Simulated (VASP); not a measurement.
Runs of VASP 6.6.1 on B. The structure is that of space group P4_2/mnm (No. 136), or close to it. The cells are those of the table. 

| task | cell | k mesh | cutoff (eV) | k mesh for the DOS | occupations for the DOS | gap on the mesh (eV) | pressure (GPa) | largest force (eV/Å) |
| --- | --- | --- | --- | --- | --- | --- | --- | --- |
| single point | a = 3.330, b = 3.330, c = 2.685 Å, 4 atoms | 6 × 6 × 6 | 520 | - | - | none | -31.9 | 0.93 |
| relaxation of cell and atoms | relaxed from a = 3.330, b = 3.330, c = 2.685 Å, 4 atoms | 6 × 6 × 6 | 600 | - | - | none | -0.8 | 0.03 |
| relaxation of cell and atoms | relaxed from a = 2.974, b = 2.974, c = 2.786 Å, 4 atoms | 16 × 16 × 16 | 600 | - | - | none | 0.2 | 0.01 |
| single point | a = 2.974, b = 2.974, c = 2.786 Å, 4 atoms | 6 × 6 × 6 | 520 | - | - | none | (a) | 0.01 |
| single point | a = 2.978, b = 2.978, c = 2.779 Å, 4 atoms | 16 × 16 × 16 | 520 | - | - | none | 0.1 | 0.01 |

Alike in all rows: level PBE; potentials or basis VASP PAW PBE potentials, release 64 (B); no spin polarisation; smearing gaussian 0.1 eV.

Question: Estimate the missing entries.

Answer: (a) 0.0.

Caveats: some runs use coarse meshes.

A gap of «none» marks levels without a gap at the run's occupations.
